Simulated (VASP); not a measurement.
MgI2:

```
Mg I
1.0
     4.14000    0.00000    0.00000
    -2.07000    3.58535    0.00000
     0.00000    0.00000    6.88000
Mg I
1 2
Direct
  0.00000 0.00000 0.00000
  0.33333 0.66667 0.25000
  0.66667 0.33333 0.75000
```

Base run:

| Quantity | Value |
| --- | --- |
| Program | VASP 6.6.1 |
| Functional | PBEsol |
| Potentials or basis | VASP PAW PBE potentials, release 64 (Mg, I) |
| Cutoff | 520 eV |
| k mesh | 12 × 12 × 4 |
| Occupations | fermi-dirac, width 0.02 eV |
| Spin | no spin polarisation |

Its results: band gap on the k mesh 3.42 eV, indirect (least direct gap 3.51 eV); pressure -0.8 GPa; largest force 0.299 eV/Å.

Q: The run is repeated on the same cell with these changes: k mesh from 12 × 12 × 4 to 3 × 3 × 1. What comes out?

A: Band gap on the k mesh 3.50 eV, direct; pressure -0.5 GPa; largest force 0.275 eV/Å.

Caveats: some runs use coarse meshes; the PAW data sets were made with another functional, which shifts forces and pressure a little; spin-orbit coupling is left out, which moves the levels of the heavy elements; this functional lacks dispersion, which binds the layers, so the pressure and a relaxed spacing across them are unreliable.

A k mesh can miss the band edges.
